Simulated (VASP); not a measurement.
Input of a VASP 6.6.1 run:

The input INCAR:

```
SYSTEM = BN
PREC     = Accurate       ! precision mode
ENCUT    = 600            ! plane-wave cutoff, eV
EDIFF    = 1E-7           ! SCF threshold, eV
ISMEAR   = -1             ! smearing method
SIGMA    = 0.05           ! smearing width, eV
LREAL    = .FALSE.        ! projectors in reciprocal space
LASPH    = .TRUE.         ! aspherical terms in the spheres
NELM     = 60             ! most SCF steps
ALGO     = Normal         ! electronic algorithm
ISIF     = 3              ! what is computed and relaxed
LWAVE    = .FALSE.        ! write WAVECAR
LCHARG   = .FALSE.        ! write CHGCAR
GGA      = PS             ! functional
IBRION   = 2              ! ionic algorithm
NSW      = 80             ! ionic steps
EDIFFG   = -0.005         ! ionic threshold
```

File KPOINTS:

```
Automatic mesh
0
G
  12 12 6
  0 0 0
```

POSCAR

```
BN
1.0
    2.5539396017      0.0000000000      0.0000000000
   -1.2769698009      2.2117765748      0.0000000000
    0.0000000000      0.0000000000      4.2268550000
N B
2 2
Direct
    0.3333333333      0.6666666667      0.1252760000
    0.6666666667      0.3333333333      0.6252760000
    0.3333333333      0.6666666667      0.4997240000
    0.6666666667      0.3333333333      0.9997240000
```

Potentials or basis: VASP PAW PBE potentials, release 64 (N, B).

The run is started by

```sh
$ cat potpaw_PBE.64/N/POTCAR potpaw_PBE.64/B/POTCAR > POTCAR
$ mpirun -np 1 vasp_std > vasp.out
```

(1) What does it give for the relaxed volume?

(2) Predict the relaxed cell.

(3) What does it give for the space group after relaxing (to 0.05 Å)?

(4) What does it give for the band gap on the k mesh?

## Answers

(1) 5.88 Å³/atom.

(2) a = 2.542 Å, b = 2.542 Å, c = 4.204 Å, α = 90.00°, β = 90.00°, γ = 120.00°.

(3) P6_3mc (No. 186).

(4) 4.95 eV, indirect (least direct gap 8.22 eV).

Caveat: the PAW data sets were made with another functional, which shifts forces and pressure a little.
